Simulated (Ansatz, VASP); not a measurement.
# MnSb in VASP and in Ansatz

```
Mn Sb
1.0
     0.00000    2.78864    2.78864
     2.78864    0.00000    2.78864
     2.78864    2.78864    0.00000
Mn Sb
1 1
Direct
  0.00000 0.00000 0.00000
  0.50000 0.50000 0.50000
```

Alike in both runs: functional PBE; k mesh 14 × 14 × 14; occupations gaussian, width 0.1 eV; collinear spin.

Ansatz relaxed the structure, and its values are those at the end. VASP's run is a single point on that final structure, the one shown.

```csv
,VASP,Ansatz
version,VASP 6.6.1,Ansatz 0.2.0
potentials or method,"VASP PAW PBE potentials, release 64 (Mn_pv, Sb), cutoff 520 eV","scalar-relativistic, plane waves, PAW"
valence electrons in the cell,18,30
```

|  | VASP | Ansatz | Ansatz less VASP |
| --- | --- | --- | --- |
| gap on the k mesh at the Fermi level (eV) | none | none | - |
| pressure (GPa) | 0.0 | 0.0 | +0.02 |
| net moment per atom (μB) | 1.91 | 1.91 | +0.002 |
| size of the moment on the site where the two differ most (μB) | 3.74 | 3.78 | +0.040 |

Site moments also hang on the region over which each program counts them. A gap of «none» marks a metal or a gap that the smearing closes. The functional is the same, so the differences come from potentials, cutoffs and numerics. VASP's potentials hold 18 valence electrons a cell and Ansatz's 30, so a difference there can come from the potentials and not from the codes.

Neither program's run includes spin-orbit coupling.
